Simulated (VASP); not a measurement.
Write the native input for VASP 6.6.1 that does the following.

```
Task                   : relaxation of cell and atoms
Functional             : PBE
Potentials or basis    : VASP PAW PBE potentials, release 64 (Nb_sv, Ag)
Cutoff                 : 600 eV
k mesh                 : 8 × 8 × 8
Occupations            : gaussian, width 0.1 eV
Spin                   : no spin polarisation
Dipole correction      : no
Further INCAR settings : ALGO = Fast; EDIFF = 1e-07; IBRION = 2; EDIFFG = -0.01; NSW = 100; ISIF = 3
```

The structure of NbAg4 lies in POSCAR:

```
NbAg4
1.0
   -3.0980176721      3.0980176721      3.0980176721
    3.0980176721     -3.0980176721      3.0980176721
    3.0980176721      3.0980176721     -3.0980176721
Nb Ag
1 4
Direct
    0.0000000000      0.0000000000      0.0000000000
    0.0000000000      0.0000000000      0.5000000000
    0.0000000000      0.5000000000      0.0000000000
    0.5000000000      0.0000000000      0.0000000000
    0.5000000000      0.5000000000      0.5000000000
```

The cell was built from a structure type or drawn by symmetry, and may not be a known phase.

The input as run:

INCAR

```
PREC = Accurate
ENCUT = 600
EDIFF = 1E-7
ISMEAR = 0
SIGMA = 0.1
LREAL = False
LASPH = True
NELM = 60
ALGO = Fast
ISIF = 3
LWAVE = False
LCHARG = False
GGA = PE
IBRION = 2
NSW = 100
EDIFFG = -0.01
```

KPOINTS

```
Automatic mesh
0
Gamma
  8 8 8
```

Potentials or basis: VASP PAW PBE potentials, release 64 (Nb_sv, Ag).

Run with:

```bash
$ cat potpaw_PBE.64/Nb_sv/POTCAR potpaw_PBE.64/Ag/POTCAR > POTCAR
$ mpirun -np 1 vasp_std > vasp.out
```

It gave:

| Quantity | Value |
| --- | --- |
| Relaxed volume | 23.91 Å³/atom |
| Relaxed cell | a = 5.375 Å, b = 5.375 Å, c = 5.375 Å, α = 109.47°, β = 109.47°, γ = 109.47° |
| Space group after relaxing (to 0.1 Å) | Im-3m (No. 229) |
| Energy gained by relaxing | 0.1 meV/atom |
| Ionic steps | 3 |
| Pressure after relaxing | 0.0 GPa |
| Band gap on the k mesh | zero (an odd number of electrons rules out a gap without spin polarisation) |

Run time: 5.5 min on 1 thread of Intel(R) Xeon(R) 6975P-C (Granite Rapids) (shared host), peak memory 0.41 GiB.
